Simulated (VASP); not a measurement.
Wanted: the native input for a VASP 6.6.1 run.

| Property | Result |
| --- | --- |
| Task | electric field gradients |
| Functional | r2SCAN |
| Potentials or basis | VASP PAW PBE potentials, release 64 (Y_sv, Zn, N) |
| Cutoff | 580 eV |
| k mesh | 5 × 5 × 5 |
| Occupations | fermi-dirac, width 0.02 eV |
| Spin | no spin polarisation |
| Dipole correction | no |
| Further INCAR settings | ALGO = Normal; EDIFF = 1e-07; NBANDS = 93 |

Y2Zn3N4:

```
CELL_PARAMETERS angstrom
5.80275 -3.58962 0.00000
5.80275 3.58962 0.00000
-0.18997 0.00000 6.34285
ATOMIC_POSITIONS crystal
Y 0.48613 0.23005 0.64164
Y 0.76995 0.51387 0.85836
Y 0.51387 0.76995 0.35836
Y 0.23005 0.48613 0.14164
Zn 0.23653 0.06835 0.02998
Zn 0.93165 0.76346 0.47002
Zn 0.76346 0.93165 0.97002
Zn 0.06835 0.23653 0.52998
Zn 0.26088 0.73912 0.75000
Zn 0.73912 0.26088 0.25000
N 0.31278 0.15404 0.33193
N 0.84596 0.68722 0.16807
N 0.68722 0.84596 0.66807
N 0.15404 0.31278 0.83193
N 0.64907 0.25211 0.97581
N 0.74789 0.35093 0.52419
N 0.35093 0.74789 0.02419
N 0.25211 0.64907 0.47581
```

These files were run (other wordings do the same):

POSCAR

```
Y2Zn3N4
1.0
    5.8027544415     -3.5896168198      0.0000000000
    5.8027544415      3.5896168198      0.0000000000
   -0.1899683395      0.0000000000      6.3428503488
Y Zn N
4 6 8
Direct
    0.4861280000      0.2300490000      0.6416420000
    0.7699510000      0.5138720000      0.8583580000
    0.5138720000      0.7699510000      0.3583580000
    0.2300490000      0.4861280000      0.1416420000
    0.2365350000      0.0683460000      0.0299780000
    0.9316540000      0.7634650000      0.4700220000
    0.7634650000      0.9316540000      0.9700220000
    0.0683460000      0.2365350000      0.5299780000
    0.2608805000      0.7391195000      0.7500000000
    0.7391195000      0.2608805000      0.2500000000
    0.3127830000      0.1540390000      0.3319300000
    0.8459610000      0.6872170000      0.1680700000
    0.6872170000      0.8459610000      0.6680700000
    0.1540390000      0.3127830000      0.8319300000
    0.6490670000      0.2521130000      0.9758150000
    0.7478870000      0.3509330000      0.5241850000
    0.3509330000      0.7478870000      0.0241850000
    0.2521130000      0.6490670000      0.4758150000
```

INCAR.step1

```
SYSTEM = Y2Zn3N4
ALGO     = Normal         ! electronic algorithm
EDIFF    = 1E-5           ! SCF threshold, eV
ENCUT    = 580            ! plane-wave cutoff, eV
GGA      = PE             ! functional
GGA_COMPAT= .False.      
ISMEAR   = -1             ! smearing method
KPAR     = 4            
LASPH    = .True.         ! aspherical terms in the spheres
LCHARG   = .False.        ! write CHGCAR
LREAL    = .False.        ! projectors in reciprocal space
LWAVE    = .True.         ! write WAVECAR
NBANDS   = 93             ! bands
NELM     = 120            ! most SCF steps
PREC     = Accurate       ! precision mode
SIGMA    = 0.02           ! smearing width, eV
```

INCAR.step2

```
SYSTEM = Y2Zn3N4
ALGO     = Normal         ! electronic algorithm
EDIFF    = 1E-7           ! SCF threshold, eV
ENCUT    = 580            ! plane-wave cutoff, eV
GGA_COMPAT= .False.      
ISIF     = 2              ! what is computed and relaxed
ISMEAR   = -1             ! smearing method
ISTART   = 1            
KPAR     = 4            
LASPH    = .True.         ! aspherical terms in the spheres
LCHARG   = .False.        ! write CHGCAR
LEFG     = .True.       
LMIXTAU  = .True.       
LREAL    = .False.        ! projectors in reciprocal space
LWAVE    = .False.        ! write WAVECAR
METAGGA  = R2SCAN         ! meta-GGA
NBANDS   = 93             ! bands
NELM     = 120            ! most SCF steps
PREC     = Accurate       ! precision mode
SIGMA    = 0.02           ! smearing width, eV
```

KPOINTS

```
k-points
0
Gamma
  5 5 5
  0 0 0
```

Potentials or basis: VASP PAW PBE potentials, release 64 (Y_sv, Zn, N).

Command:

```sh
$ cat potpaw_PBE.64/Y_sv/POTCAR potpaw_PBE.64/Zn/POTCAR potpaw_PBE.64/N/POTCAR > POTCAR
$ cp INCAR.step1 INCAR
$ mpirun -np 4 vasp_std > vasp.out
$ cp INCAR.step2 INCAR
$ mpirun -np 4 vasp_std > vasp.out
```

Results of the run:

The pressure is -3.6 GPa. The largest force is 0.244 eV/Å and the band gap on the k mesh is 1.64 eV, direct.

Caveat: without QUAD_EFG the Cq values of the log hold for a quadrupole moment of 1 mb, not for the nuclei; the PAW data sets were made with another functional, which shifts forces and pressure a little.

Wall time 21 min on 4 MPI ranks on AMD EPYC 9R14 (Zen 4), on a shared host, peak memory 1 GiB a rank.
